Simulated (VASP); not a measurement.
## RbNb3: single point with PBE

The system is RbNb3.

```
Rb Nb
1.0
    -2.15165    2.15165    4.80629
     2.15165   -2.15165    4.80629
     2.15165    2.15165   -4.80629
Rb Nb
1 3
Direct
  0.00000 0.00000 0.00000
  0.50000 0.50000 0.00000
  0.25000 0.75000 0.50000
  0.75000 0.25000 0.50000
```

```json
{"Program": "VASP 6.6.1", "Task": "single point", "Functional": "PBE", "Potentials or basis": "VASP PAW PBE potentials, release 64 (Rb_sv, Nb_sv)", "Cutoff": "520 eV", "k mesh": "6 × 6 × 6", "Occupations": "gaussian, width 0.1 eV", "Spin": "no spin polarisation", "Dipole correction": "no", "Further INCAR settings": "ALGO = Fast; EDIFF = 1e-06; NBANDS = 32"}
```

```json
{
  "Pressure": "-3.5 GPa",
  "Band gap on the k mesh": "zero (band 24 reaches 8.07 eV, above the bottom of band 25 at 7.41 eV)"
}
```

Stress tensor (GPa, compression positive):
```
-2.89  0.00  0.00
 0.00 -2.89  0.00
 0.00  0.00 -4.72
```

Levels at points of the mesh, in eV from the Fermi level:
| k point | band 22 | band 23 | band 24 | band 25 | band 26 | band 27 |
| --- | --- | --- | --- | --- | --- | --- |
| (0.00, 0.00, 0.00) | -0.51 | -0.51 | -0.41 | -0.41 | 0.19 | 1.19 |
| (0.50, 0.00, 0.00) | -0.62 | -0.55 | -0.19 | -0.13 | 0.03 | 0.11 |
| (0.50, 0.50, 0.00) | -0.80 | -0.56 | 0.06 | 0.23 | 0.44 | 0.98 |
| (0.50, 0.50, 0.50) | -2.14 | -1.82 | -0.49 | 0.21 | 0.98 | 1.83 |

Wall time 3.7 min on 1 thread of Intel(R) Xeon(R) Platinum 8488C (Sapphire Rapids), with other jobs on the host, peak memory 0.29 GiB.
